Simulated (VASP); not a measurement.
# MgO (F-43m) in VASP: notebook

The runs below take MgO through single point, with PBE.

Everything below comes from runs of VASP 6.6.1. Logs are shortened: lines on timing, memory, paths and dates and some standing lists are left out, and cuts for length are marked.

## Step 1: The cell of the first run

Symmetry: F-43m, No. 216, cubic system. The conventional cell has a = 4.612 Å, b = 4.612 Å, c = 4.612 Å, α = 90.00°, β = 90.00°, γ = 90.00°. Within 2.6 Å of Mg (site symmetry -43m) lie 4 O at 2.00 Å. Within 2.6 Å of O (site symmetry -43m) lie 4 Mg at 2.00 Å.

## Step 2: Single point, PBE

INCAR

```
SYSTEM = MgO
PREC = Accurate
ENCUT = 520
EDIFF = 1E-6
ISMEAR = -1
SIGMA = 0.05
LREAL = .False.
LASPH = .True.
NELM = 60
ALGO = Normal
ISIF = 2
LWAVE = .False.
LCHARG = .True.
GGA = PE
LELF = .True.
LVHAR = .True.
NBANDS = 11
```

KPOINTS

```
Automatic mesh
0
Gamma
  10 10 10
  0 0 0
```

POSCAR

```
MgO
1.0
    0.0000000000      2.3061600000      2.3061600000
    2.3061600000      0.0000000000      2.3061600000
    2.3061600000      2.3061600000      0.0000000000
Mg O
1 1
Direct
    0.5000000000      0.5000000000      0.5000000000
    0.7500000000      0.7500000000      0.7500000000
```

Potentials or basis: VASP PAW PBE potentials, release 64 (Mg, O).

On the command line:

```sh
cat potpaw_PBE.64/Mg/POTCAR potpaw_PBE.64/O/POTCAR > POTCAR
mpirun -np 1 vasp_std > vasp.out
```

OUTCAR:

```text
SYSTEM = MgO
   PREC = Accurate
   ENCUT = 520
   EDIFF = 1E-6
   ISMEAR = -1
   LREAL = .False.
   LASPH = .True.
   NELM = 60
   ISIF = 2
   GGA = PE

 ion  position               nearest neighbor table
   1  0.500  0.500  0.500-   2 2.00   2 2.00   2 2.00   2 2.00
   2  0.750  0.750  0.750-   1 2.00   1 2.00   1 2.00   1 2.00

  LATTYP: Found a face centered cubic cell.
 ALAT       =     4.6123200000

  Lattice vectors:

 A1 = (   0.0000000000,   2.3061600000,   2.3061600000)
 A2 = (   2.3061600000,   0.0000000000,   2.3061600000)
 A3 = (   2.3061600000,   2.3061600000,   0.0000000000)

Analysis of symmetry for initial positions (statically):
=====================================================================
 Subroutine PRICEL returns:
 Original cell was already a primitive cell.

 Routine SETGRP: Setting up the symmetry group for a
 face centered cubic supercell.

 Subroutine GETGRP returns: Found 24 space group operations
 (whereof 24 operations were pure point group operations)
 out of a pool of 48 trial point group operations.

The static configuration has the point symmetry T_d .

Analysis of symmetry for dynamics (positions and initial velocities):
=====================================================================
 Subroutine PRICEL returns:
 Original cell was already a primitive cell.

 Routine SETGRP: Setting up the symmetry group for a
 face centered cubic supercell.

 Subroutine GETGRP returns: Found 24 space group operations
 (whereof 24 operations were pure point group operations)
 out of a pool of 48 trial point group operations.

The dynamic configuration has the point symmetry T_d .

 Subroutine INISYM returns: Found 24 space group operations
 (whereof 24 operations are pure point group operations),
 and found     1 'primitive' translations

----------------------------------------------------------------------------------------

                                     Primitive cell

  volume of cell :      24.5300

  direct lattice vectors                    reciprocal lattice vectors
     0.000000000  2.306160000  2.306160000    -0.216810629  0.216810629  0.216810629
     2.306160000  0.000000000  2.306160000     0.216810629 -0.216810629  0.216810629
     2.306160000  2.306160000  0.000000000     0.216810629  0.216810629 -0.216810629

  length of vectors
     3.261402749  3.261402749  3.261402749     0.375527025  0.375527025  0.375527025

  position of ions in fractional coordinates (direct lattice)
     0.500000000  0.500000000  0.500000000
[... 80 lines left out ...]
   EDIFFG = 0.1E-04   stopping-criterion for IOM
   NSW    =      0    number of steps for IOM
   IBRION =     -1    ionic relax: 0-MD 1-quasi-New 2-CG
   NFREE  =      0    steps in history (QN), initial steepest desc. (CG)
   ISIF   =      2    stress and relaxation
   ISYM   =      2    0-nonsym 1-usesym 2-fastsym
   POTIM  = 0.5000    time-step for ionic-motion
   TEBEG  =    0.0;   TEEND  =   0.0 temperature during run
   PSTRESS=    0.0 pullay stress
   NELECT =       8.0000    total number of electrons
   NUPDOWN=      -1.0000    fix difference up-down
   EMIN   =  10.00;   EMAX   =-10.00  energy-range for DOS
   EFERMI =   0.00;   METHOD = LEGACY
   ISMEAR =    -1;   SIGMA  =   0.05  broadening in eV -4-tet -1-fermi 0-gaus
   EFERMI_NEDOS =   21; number of points for ismear=-14 and -15
   IALGO  =     38    algorithm
   IMIX   =      4    mixing-type and parameters
     AMIX     =   0.40;   BMIX     =  1.00
     AMIX_MAG =   1.60;   BMIX_MAG =  1.00
  volume/ion in A,a.u.               =      12.27        82.77
  Fermi-wavevector in a.u.,A,eV,Ry     =   1.126865  2.129467 17.277028  1.269826
  Thomas-Fermi vector in A             =   2.263549
   LORBIT       =      0    0 simple, 1 ext, 2 COOP (PROOUT), +10 PAW based schemes
   GGA     = PE    functional components
   LHFCALC =     F    Hartree Fock is set to
   AEXX    =    0.0000 exact exchange contribution
   IVDW    =     0    specifies the selected vdW correction
   LEPSILON=     F    determine dielectric tensor
   LRPA    =     F    only Hartree local field effects (RPA)
 non-spin polarized calculation
  energy-cutoff  :      520.00
  volume of cell :       24.53
 maximum number of plane-waves:       678
   NGX = 13   NGY = 13   NGZ = 13

 number of electron       8.0000001 magnetization

 Free energy of the ion-electron system (eV)
  ---------------------------------------------------
  ext. energy  EPLUGINS =         0.00000000
  ---------------------------------------------------
  free energy    TOTEN  =       -11.70114690 eV

  energy without entropy =      -11.70114690  energy(sigma->0) =      -11.70114690

 E-fermi :   1.8212     XC(G=0):  -9.5857

 val. band max:        0.6274571562   @ k =   0.0000   0.0000   0.0000
 cond. band min:       4.0925565967   @ k =   0.0000   0.0000   0.0000
 fundamental gap:      3.4650994405
 Fermi energy:         1.8212432642

 k-point     1 :       0.0000    0.0000    0.0000
  band No.  band energies     occupation
      1     -15.1834      2.00000
      2       0.6275      2.00000
      3       0.6275      2.00000
      4       0.6275      2.00000
      5       4.0926      0.00000
      6      17.0967      0.00000
      7      17.0967      0.00000
      8      17.0967      0.00000
      9      20.6494      0.00000
     10      20.6500      0.00000
     11      20.6821      0.00000
[... 309 lines left out ...]
 k-point    24 :       0.4000    0.3000    0.0000
  band No.  band energies     occupation
      1     -14.5377      2.00000
      2      -1.5865      2.00000
      3      -0.0519      2.00000
      4       0.0687      2.00000
      5       7.3506      0.00000
      6      12.1196      0.00000
      7      14.0968      0.00000
      8      16.6268      0.00000
      9      17.0139      0.00000
     10      23.2714      0.00000
     11      23.8082      0.00000

 [... further k-points ...]
[... 5 lines left out ...]
  --------------------------------------------------------------------------------------
  -------------------------------------------------------------------------------------
  Total       -0.0601819     -0.0601819     -0.0601819      0.0000000     -0.0000000      0.0000000
  in kB       -3.9307735     -3.9307735     -3.9307735      0.0000000     -0.0000000      0.0000000
  external PRESSURE =      -3.9307735 kB  Pullay stress =       0.0000000 kB

 VOLUME and BASIS-vectors are now :
 -----------------------------------------------------------------------------
  energy-cutoff  :      520.00
  volume of cell :       24.53
      direct lattice vectors                 reciprocal lattice vectors
     0.000000000  2.306160000  2.306160000    -0.216810629  0.216810629  0.216810629
     2.306160000  0.000000000  2.306160000     0.216810629 -0.216810629  0.216810629
     2.306160000  2.306160000  0.000000000     0.216810629  0.216810629 -0.216810629

 POSITION                                       TOTAL-FORCE (eV/Angst)
 -----------------------------------------------------------------------------------
      2.30616      2.30616      2.30616        -0.000000     -0.000000     -0.000000
      3.45924      3.45924      3.45924         0.000000      0.000000      0.000000
 -----------------------------------------------------------------------------------
    total drift:                               -0.000000     -0.000000     -0.000000

  FREE ENERGIE OF THE ION-ELECTRON SYSTEM (eV)
  ---------------------------------------------------
  free  energy   TOTEN  =       -11.7011469014 eV

  energy  without entropy=      -11.7011469014  energy(sigma->0) =      -11.70114690
```

Wall time 6.4 s (1 thread of Intel Xeon Platinum 8488C (Sapphire Rapids), shared host); peak memory 0.14 GiB.

Results:

| Property | Result |
| --- | --- |
| Free energy | -11.7011 eV |
| Pressure | -0.4 GPa |
| Band gap on the k mesh | 3.47 eV, direct |

Levels at points of the mesh, in eV from the valence-band top:
```tsv
k point	band 1	band 2	band 3	band 4	band 5	band 6	band 7	band 8
(0.00, 0.00, 0.00)	-15.81	0.00	0.00	0.00	3.47	16.47	16.47	16.47
(0.50, 0.00, 0.00)	-15.19	-2.96	-0.18	-0.18	8.56	9.45	14.38	14.38
(0.50, 0.50, 0.00)	-15.00	-2.44	-0.73	-0.73	6.18	11.39	13.66	16.30
```

Expect the measured gap to be larger: semilocal functionals such as PBE lack the derivative discontinuity.

## Step 3: Single point, PBE

INCAR

```
PREC = Accurate
ENCUT = 520
EDIFF = 1E-6
ISMEAR = -1
SIGMA = 0.05
LREAL = False
LASPH = True
NELM = 60
ALGO = Normal
ISIF = 2
LWAVE = False
LCHARG = True
GGA = PE
LELF = True
LVHAR = True
NBANDS = 11
```

KPOINTS

```
Automatic mesh
0
Gamma
  10 10 10
```

POSCAR is that of step 2.

Potentials or basis: VASP PAW PBE potentials, release 64 (Mg, O).

On the command line:

```sh
cat potpaw_PBE.64/Mg/POTCAR potpaw_PBE.64/O/POTCAR > POTCAR
mpirun -np 1 vasp_std > vasp.out
```

OUTCAR:

```text
PREC = Accurate
   ENCUT = 520
   EDIFF = 1E-6
   ISMEAR = -1
   LREAL = False
   LASPH = True
   NELM = 60
   ISIF = 2
   GGA = PE

 ion  position               nearest neighbor table
   1  0.500  0.500  0.500-   2 2.00   2 2.00   2 2.00   2 2.00
   2  0.750  0.750  0.750-   1 2.00   1 2.00   1 2.00   1 2.00

  LATTYP: Found a face centered cubic cell.
 ALAT       =     4.6123200000

  Lattice vectors:

 A1 = (   0.0000000000,   2.3061600000,   2.3061600000)
 A2 = (   2.3061600000,   0.0000000000,   2.3061600000)
 A3 = (   2.3061600000,   2.3061600000,   0.0000000000)

Analysis of symmetry for initial positions (statically):
=====================================================================
 Subroutine PRICEL returns:
 Original cell was already a primitive cell.

 Routine SETGRP: Setting up the symmetry group for a
 face centered cubic supercell.

 Subroutine GETGRP returns: Found 24 space group operations
 (whereof 24 operations were pure point group operations)
 out of a pool of 48 trial point group operations.

The static configuration has the point symmetry T_d .

[... 161 lines left out ...]
 val. band max:        0.6274571562   @ k =   0.0000   0.0000   0.0000
 cond. band min:       4.0925565967   @ k =   0.0000   0.0000   0.0000
 fundamental gap:      3.4650994405
 Fermi energy:         1.8212432642

 k-point     1 :       0.0000    0.0000    0.0000
  band No.  band energies     occupation
      1     -15.1834      2.00000
      2       0.6275      2.00000
      3       0.6275      2.00000
      4       0.6275      2.00000
      5       4.0926      0.00000
      6      17.0967      0.00000
      7      17.0967      0.00000
      8      17.0967      0.00000
      9      20.6494      0.00000
     10      20.6500      0.00000
     11      20.6821      0.00000
[... 309 lines left out ...]
 k-point    24 :       0.4000    0.3000    0.0000
  band No.  band energies     occupation
      1     -14.5377      2.00000
      2      -1.5865      2.00000
      3      -0.0519      2.00000
      4       0.0687      2.00000
      5       7.3506      0.00000
      6      12.1196      0.00000
      7      14.0968      0.00000
      8      16.6268      0.00000
      9      17.0139      0.00000
     10      23.2714      0.00000
     11      23.8082      0.00000

 [... further k-points ...]
[... 5 lines left out ...]
  --------------------------------------------------------------------------------------
  -------------------------------------------------------------------------------------
  Total       -0.0601819     -0.0601819     -0.0601819      0.0000000     -0.0000000      0.0000000
  in kB       -3.9307735     -3.9307735     -3.9307735      0.0000000     -0.0000000      0.0000000
  external PRESSURE =      -3.9307735 kB  Pullay stress =       0.0000000 kB

 VOLUME and BASIS-vectors are now :
 -----------------------------------------------------------------------------
  energy-cutoff  :      520.00
  volume of cell :       24.53
      direct lattice vectors                 reciprocal lattice vectors
     0.000000000  2.306160000  2.306160000    -0.216810629  0.216810629  0.216810629
     2.306160000  0.000000000  2.306160000     0.216810629 -0.216810629  0.216810629
     2.306160000  2.306160000  0.000000000     0.216810629  0.216810629 -0.216810629

 POSITION                                       TOTAL-FORCE (eV/Angst)
 -----------------------------------------------------------------------------------
      2.30616      2.30616      2.30616        -0.000000     -0.000000     -0.000000
      3.45924      3.45924      3.45924         0.000000      0.000000      0.000000
 -----------------------------------------------------------------------------------
    total drift:                               -0.000000     -0.000000     -0.000000

  FREE ENERGIE OF THE ION-ELECTRON SYSTEM (eV)
  ---------------------------------------------------
  free  energy   TOTEN  =       -11.7011469014 eV

  energy  without entropy=      -11.7011469014  energy(sigma->0) =      -11.70114690
```

stdout:

```text
POSCAR found type information on POSCAR MgO
 POSCAR found :  2 types and       2 ions
 scaLAPACK will be used
 LDA part: xc-table for (Slater+PW92), standard interpolation
 POSCAR, INCAR and KPOINTS ok, starting setup
 FFT: planning ... GRIDC
 FFT: planning ... GRID_SOFT
 FFT: planning ... GRID
 WAVECAR not read
 entering main loop
```

Wall time 8.1 s (1 thread of Intel Xeon Platinum 8488C (Sapphire Rapids), shared host); peak memory 0.14 GiB.

Results:

```yaml
Free_energy: -11.7011 eV
Pressure: -0.4 GPa
Band_gap_on_the_k_mesh: 3.47 eV, direct
```

As with any semilocal functional, this PBE gap is likely too small.
